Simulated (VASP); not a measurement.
## Ru: single point with LDA

Crystal: Ru.

```xyz
2
Lattice="2.6743 0.0000 0.0000 -1.3371 2.3160 0.0000 0.0000 0.0000 4.2260" Properties=species:S:1:pos:R:3 pbc="T T T"
Ru    0.0000    1.5440    1.0565
Ru    1.3371    0.7720    3.1695
```

| Quantity | Value |
| --- | --- |
| Program | VASP 6.6.1 |
| Task | single point |
| Functional | LDA |
| Potentials or basis | VASP PAW LDA potentials, release 64 (Ru_sv) |
| Cutoff | 560 eV |
| k mesh | 15 × 15 × 8 |
| Occupations | gaussian, width 0.1 eV |
| Spin | no spin polarisation |

The pressure is 0.5 GPa. The band gap on the k mesh is zero (bands 16 and 17 overlap by 3.29 eV).

Levels at points of the mesh, in eV from the Fermi level:
```csv
k point,band 12,band 13,band 14,band 15,band 16,band 17,band 18,band 19,band 20,band 21
"(0.00, 0.00, 0.00)",-2.76,-2.56,-2.03,-2.03,-1.48,-1.48,1.27,1.27,1.36,10.71
"(0.00, 0.00, 0.50)",-2.94,-2.94,-2.94,-2.83,-2.83,0.60,0.60,0.60,0.60,14.46
```

It took 35 s on 1 thread of Intel(R) Xeon(R) Platinum 8488C (Sapphire Rapids), on a shared host, peak memory 0.18 GiB.
